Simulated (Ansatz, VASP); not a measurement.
**Two plane-wave programs on P**

```
P
1.0
     1.74086    1.00508    3.06700
    -1.74086    1.00508    3.06700
     0.00000   -2.01017    3.06700
P
2
Direct
  0.22936 0.22936 0.22936
  0.77064 0.77064 0.77064
```

Alike in both runs: functional PBE; k mesh 15 × 15 × 15; occupations gaussian, width 0.1 eV; no spin polarisation.

Ansatz relaxed the structure, and its values are those at the end. VASP's run is a single point on that final structure, the one shown.

|  | VASP | Ansatz |
| --- | --- | --- |
| version | VASP 6.6.1 | Ansatz 0.2.0 |
| potentials or method | VASP PAW PBE potentials, release 64 (P), cutoff 520 eV | scalar-relativistic, plane waves, PAW |
| valence electrons in the cell | 10 | 10 |

```csv
,VASP,Ansatz,Ansatz less VASP
gap on the k mesh at the Fermi level (eV),none,none,-
pressure (GPa),-0.3,0.0,+0.27
rms of the force components (eV/Å),0.027,0.001,-0.0262
```

A gap of «none» marks a metal or a gap that the smearing closes. Ansatz's warnings: stability check not made.
